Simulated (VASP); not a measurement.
# Zn (P6_3/mmc) in VASP: further runs, part 2 of 2

VASP 6.6.1.

## Step 3: Single point, PBE

File INCAR:

```
SYSTEM = Zn
PREC = Accurate
ENCUT = 520
EDIFF = 1E-6
ISMEAR = -1
SIGMA = 0.01
LREAL = .FALSE.
LASPH = .TRUE.
NELM = 60
ALGO = Normal
ISIF = 2
LWAVE = .FALSE.
LCHARG = .TRUE.
GGA = PE
LELF = .TRUE.
LVHAR = .TRUE.
NBANDS = 19
```

File KPOINTS:

```
regular mesh
0
G
  14 14 7
  0 0 0
```

File POSCAR:

```
Zn
1.0
    2.6556370042      0.0000000000      0.0000000000
   -1.3278185021      2.2998491089      0.0000000000
    0.0000000000      0.0000000000      4.9624616040
Zn
2
Direct
    0.3333333333      0.6666666667      0.2500000000
    0.6666666667      0.3333333333      0.7500000000
```

Potentials or basis: VASP PAW PBE potentials, release 64 (Zn).

The run is started by

```sh
$ cat potpaw_PBE.64/Zn/POTCAR > POTCAR
$ mpirun -np 1 vasp_std > vasp.out
```

OUTCAR:

```text
SYSTEM = Zn
   PREC = Accurate
   ENCUT = 520
   EDIFF = 1E-6
   ISMEAR = -1
   LREAL = .FALSE.
   LASPH = .TRUE.
   NELM = 60
   ISIF = 2
   GGA = PE

 ion  position               nearest neighbor table
   1  0.333  0.667  0.250-   2 2.92   2 2.92   2 2.92   2 2.92   2 2.92   2 2.92
   2  0.667  0.333  0.750-   1 2.92   1 2.92   1 2.92   1 2.92   1 2.92   1 2.92

  LATTYP: Found a hexagonal cell.
 ALAT       =     2.6556370042
 C/A-ratio  =     1.8686520771

  Lattice vectors:
[... 191 lines left out ...]
      2      -5.5027      2.00000
      3      -4.7987      2.00000
      4      -4.5602      2.00000
      5      -4.5602      2.00000
      6      -4.5115      2.00000
[... 505 lines left out ...]
      6      -4.5606      2.00000
[... 11 lines left out ...]
     18      10.3654      0.00000
     19      12.3256      0.00000

 [... further k-points ...]
[... 5 lines left out ...]
  --------------------------------------------------------------------------------------
  -------------------------------------------------------------------------------------
  Total        0.2289941      0.2289941     -0.2162729      0.0000000     -0.0000000      0.0000000
  in kB       12.1051347     12.1051347    -11.4326643      0.0000000     -0.0000000      0.0000000
  external PRESSURE =       4.2592017 kB  Pullay stress =       0.0000000 kB

 VOLUME and BASIS-vectors are now :
 -----------------------------------------------------------------------------
  energy-cutoff  :      520.00
  volume of cell :       30.31
      direct lattice vectors                 reciprocal lattice vectors
     2.655637004  0.000000000  0.000000000     0.376557488  0.217405567  0.000000000
    -1.327818502  2.299849109  0.000000000     0.000000000  0.434811134  0.000000000
     0.000000000  0.000000000  4.962461604     0.000000000  0.000000000  0.201512894

 POSITION                                       TOTAL-FORCE (eV/Angst)
 -----------------------------------------------------------------------------------
     -0.00000      1.53323      1.24062        -0.000000      0.000000      0.000000
      1.32782      0.76662      3.72185         0.000000     -0.000000     -0.000000
 -----------------------------------------------------------------------------------
    total drift:                               -0.000000      0.000000      0.000000

  FREE ENERGIE OF THE ION-ELECTRON SYSTEM (eV)
  ---------------------------------------------------
  free  energy   TOTEN  =        -2.2035921937 eV

  energy  without entropy=       -2.2030290886  energy(sigma->0) =       -2.20331064
```

OSZICAR:

```text
N       E                     dE             d eps       ncg     rms          rms(c)
DAV:   1     0.112900296262E+03    0.11290E+03   -0.12239E+04  3760   0.200E+03
DAV:   2     0.275588834481E+01   -0.11014E+03   -0.10689E+03  3675   0.297E+02
DAV:   3    -0.238482260628E+01   -0.51407E+01   -0.51204E+01  4168   0.704E+01
DAV:   4    -0.241452917192E+01   -0.29707E-01   -0.29699E-01  4006   0.560E+00
DAV:   5    -0.241456654469E+01   -0.37373E-04   -0.37373E-04  3994   0.179E-01    0.402E+00
DAV:   6    -0.221698819931E+01    0.19758E+00   -0.77676E-01  4044   0.186E+01    0.302E+00
DAV:   7    -0.220798614769E+01    0.90021E-02   -0.26759E-02  4547   0.274E+00    0.156E+00
DAV:   8    -0.220357954804E+01    0.44066E-02   -0.17692E-03  4991   0.636E-01    0.470E-02
DAV:   9    -0.220358887289E+01   -0.93249E-05   -0.22361E-04  4931   0.192E-01    0.348E-02
DAV:  10    -0.220359236635E+01   -0.34935E-05   -0.21351E-05  3884   0.525E-02    0.326E-03
DAV:  11    -0.220359219373E+01    0.17262E-06   -0.10423E-07  2340   0.454E-03
   1 F= -.22035922E+01 E0= -.22033106E+01  d E =-.563105E-03
```

stdout:

```text
POSCAR found type information on POSCAR Zn
 POSCAR found :  1 types and       2 ions
 scaLAPACK will be used
 LDA part: xc-table for (Slater+PW92), standard interpolation
 POSCAR, INCAR and KPOINTS ok, starting setup
 FFT: planning ... GRIDC
 FFT: planning ... GRID_SOFT
 FFT: planning ... GRID
 WAVECAR not read
 entering main loop
```

Wall time 58 s (1 thread of Intel Xeon 6975P-C, shared host); peak memory 0.17 GiB.

What came out:

| Item | Value |
| --- | --- |
| Free energy | -2.2036 eV |
| Pressure | 0.4 GPa |
| Band gap on the k mesh | zero (band 12 reaches 4.59 eV, above the bottom of band 13 at 0.02 eV) |

Levels at points of the mesh, in eV from the Fermi level:
| k point | band 8 | band 9 | band 10 | band 11 | band 12 | band 13 | band 14 | band 15 | band 16 | band 17 |
| --- | --- | --- | --- | --- | --- | --- | --- | --- | --- | --- |
| (0.00, 0.00, 0.00) | -7.23 | -7.23 | -7.03 | -7.03 | -3.60 | -3.04 | 13.51 | 17.19 | 17.69 | 17.69 |
| (0.50, 0.00, 0.00) | -7.05 | -6.85 | -6.83 | -2.75 | -2.06 | 2.66 | 3.62 | 4.15 | 5.78 | 10.33 |

## Step 4: Single point, PBE

File INCAR:

```
PREC     = Accurate       # precision mode
ENCUT    = 520            # plane-wave cutoff, eV
EDIFF    = 1E-6           # SCF threshold, eV
ISMEAR   = -1             # smearing method
SIGMA    = 0.03           # smearing width, eV
LREAL    = False          # projectors in reciprocal space
LASPH    = True           # aspherical terms in the spheres
NELM     = 100            # most SCF steps
ALGO     = Normal         # electronic algorithm
ISIF     = 2              # what is computed and relaxed
LWAVE    = False          # write WAVECAR
LCHARG   = True           # write CHGCAR
GGA      = PE             # functional
LELF     = True           # ELF
LVHAR    = True         
NBANDS   = 19             # bands
```

File KPOINTS:

```
regular mesh
0
Gamma
  14 14 7
```

POSCAR is that of step 3.

Potentials or basis: VASP PAW PBE potentials, release 64 (Zn).

The run is started by

```sh
$ cat potpaw_PBE.64/Zn/POTCAR > POTCAR
$ mpirun -np 1 vasp_std > vasp.out
```

OUTCAR:

```text
PREC = Accurate
   ENCUT = 520
   EDIFF = 1E-6
   ISMEAR = -1
   LREAL = False
   LASPH = True
   NELM = 100
   ISIF = 2
   GGA = PE

 ion  position               nearest neighbor table
   1  0.333  0.667  0.250-   2 2.92   2 2.92   2 2.92   2 2.92   2 2.92   2 2.92
   2  0.667  0.333  0.750-   1 2.92   1 2.92   1 2.92   1 2.92   1 2.92   1 2.92

  LATTYP: Found a hexagonal cell.
 ALAT       =     2.6556370042
 C/A-ratio  =     1.8686520771

  Lattice vectors:

 A1 = (   2.6556370042,   0.0000000000,   0.0000000000)
 A2 = (  -1.3278185021,   2.2998491089,   0.0000000000)
 A3 = (   0.0000000000,   0.0000000000,   4.9624616040)

Analysis of symmetry for initial positions (statically):
=====================================================================
 Subroutine PRICEL returns:
 Original cell was already a primitive cell.

 Routine SETGRP: Setting up the symmetry group for a
 hexagonal supercell.

 Subroutine GETGRP returns: Found 24 space group operations
 (whereof 12 operations were pure point group operations)
 out of a pool of 24 trial point group operations.
[... 154 lines left out ...]

 number of electron      24.0000020 magnetization

 Free energy of the ion-electron system (eV)
  ---------------------------------------------------
  ext. energy  EPLUGINS =         0.00000000
  ---------------------------------------------------
  free energy    TOTEN  =        -2.20500749 eV

  energy without entropy =       -2.20253047  energy(sigma->0) =       -2.20376898

 E-fermi :   3.0812     XC(G=0): -11.5700

 val. band max:        3.0611731398   @ k =   0.2143   0.2143   0.0000
 cond. band min:       3.1413592366   @ k =   0.2857   0.1429   0.0000
 fundamental gap:      0.0801860967
 Fermi energy:         3.0811750328

 k-point     1 :       0.0000    0.0000    0.0000
  band No.  band energies     occupation
      1      -7.2953      2.00000
      2      -5.5026      2.00000
      3      -4.7988      2.00000
      4      -4.5602      2.00000
      5      -4.5602      2.00000
      6      -4.5115      2.00000
[... 505 lines left out ...]
      6      -4.5607      2.00000
[... 11 lines left out ...]
     18      10.3656      0.00000
     19      12.3255      0.00000

 [... further k-points ...]
[... 5 lines left out ...]
  --------------------------------------------------------------------------------------
  -------------------------------------------------------------------------------------
  Total        0.2044279      0.2044279     -0.1678348      0.0000000      0.0000000      0.0000000
  in kB       10.8065115     10.8065115     -8.8721202      0.0000000      0.0000000      0.0000000
  external PRESSURE =       4.2469676 kB  Pullay stress =       0.0000000 kB

 VOLUME and BASIS-vectors are now :
 -----------------------------------------------------------------------------
  energy-cutoff  :      520.00
  volume of cell :       30.31
      direct lattice vectors                 reciprocal lattice vectors
     2.655637004  0.000000000  0.000000000     0.376557488  0.217405567  0.000000000
    -1.327818502  2.299849109  0.000000000     0.000000000  0.434811134  0.000000000
     0.000000000  0.000000000  4.962461604     0.000000000  0.000000000  0.201512894

 POSITION                                       TOTAL-FORCE (eV/Angst)
 -----------------------------------------------------------------------------------
     -0.00000      1.53323      1.24062        -0.000000      0.000000     -0.000000
      1.32782      0.76662      3.72185         0.000000     -0.000000      0.000000
 -----------------------------------------------------------------------------------
    total drift:                               -0.000000      0.000000      0.000000

  FREE ENERGIE OF THE ION-ELECTRON SYSTEM (eV)
  ---------------------------------------------------
  free  energy   TOTEN  =        -2.2050074864 eV

  energy  without entropy=       -2.2025304715  energy(sigma->0) =       -2.20376898
```

OSZICAR:

```text
N       E                     dE             d eps       ncg     rms          rms(c)
DAV:   1     0.112899959614E+03    0.11290E+03   -0.12239E+04  3760   0.200E+03
DAV:   2     0.275560579421E+01   -0.11014E+03   -0.10689E+03  3675   0.297E+02
DAV:   3    -0.238616560281E+01   -0.51418E+01   -0.51204E+01  4168   0.704E+01
DAV:   4    -0.241589224204E+01   -0.29727E-01   -0.29720E-01  4006   0.560E+00
DAV:   5    -0.241592963949E+01   -0.37397E-04   -0.37397E-04  3994   0.179E-01    0.402E+00
DAV:   6    -0.221837520904E+01    0.19755E+00   -0.77594E-01  4044   0.186E+01    0.302E+00
DAV:   7    -0.220940395517E+01    0.89713E-02   -0.26625E-02  4530   0.272E+00    0.156E+00
DAV:   8    -0.220499438280E+01    0.44096E-02   -0.17658E-03  4991   0.636E-01    0.471E-02
DAV:   9    -0.220500417977E+01   -0.97970E-05   -0.22370E-04  4923   0.192E-01    0.351E-02
DAV:  10    -0.220500765822E+01   -0.34785E-05   -0.21449E-05  3884   0.530E-02    0.294E-03
DAV:  11    -0.220500748644E+01    0.17177E-06   -0.90018E-08  2337   0.402E-03
   1 F= -.22050075E+01 E0= -.22037690E+01  d E =-.247701E-02
```

It took 60 s on 1 thread of Intel Xeon 6975P-C, shared host; peak memory 0.17 GiB.

What came out:

| Quantity | Value |
| --- | --- |
| Free energy | -2.2050 eV |
| Pressure | 0.4 GPa |
| Band gap on the k mesh | zero (band 12 reaches 4.59 eV, above the bottom of band 13 at 0.02 eV) |

## Step 5: Single point, PBE

File INCAR:

```
PREC = Accurate ; ENCUT = 520
EDIFF = 1E-6 ; ISMEAR = -1
SIGMA = 0.2 ; LREAL = F
LASPH = T ; NELM = 60
ALGO = Normal ; ISIF = 2
LWAVE = F ; LCHARG = F
GGA = PE ; NBANDS = 19
```

File KPOINTS:

```
Automatic mesh
0
Gamma
  14 14 7
```

POSCAR is that of step 4.

The run is started by

```sh
$ cat potpaw_PBE.64/Zn/POTCAR > POTCAR
$ mpirun -np 1 vasp_std > vasp.out
```

It took 57 s on 1 thread of Intel Xeon 6975P-C, shared host; peak memory 0.17 GiB.

The run converged. Its results:

```
Free energy            : -2.2400 eV
Pressure               : 0.7 GPa
Band gap on the k mesh : zero (band 12 reaches 4.59 eV, above the bottom of band 13 at 0.02 eV)
```

Stress tensor (GPa, compression positive):
```
0.85 0.00 0.00
0.00 0.85 0.00
0.00 0.00 0.36
```

Levels at points of the mesh, in eV from the Fermi level:
| k point | band 8 | band 9 | band 10 | band 11 | band 12 | band 13 | band 14 | band 15 | band 16 | band 17 |
| --- | --- | --- | --- | --- | --- | --- | --- | --- | --- | --- |
| (0.00, 0.00, 0.00) | -7.30 | -7.30 | -7.10 | -7.10 | -3.67 | -3.10 | 13.44 | 17.12 | 17.62 | 17.62 |
| (0.50, 0.00, 0.00) | -7.11 | -6.91 | -6.89 | -2.82 | -2.13 | 2.60 | 3.56 | 4.08 | 5.71 | 10.26 |

## Step 6: Summary

```csv
smearing,gap on the mesh (eV),pressure (GPa)
fermi-dirac 0.1 eV,none,0.5
fermi-dirac 0.01 eV,none,0.4
fermi-dirac 0.03 eV,none,0.4
fermi-dirac 0.2 eV,none,0.7
```

Alike in all rows: task single point; level PBE; potentials or basis VASP PAW PBE potentials, release 64 (Zn); no spin polarisation; cell as given; k mesh 14 × 14 × 7; cutoff (eV) 520.

Every run on the cell as given and a fine mesh finds a metal.

Total energies depend on the potentials used, so only differences within one code and one set of settings carry meaning.
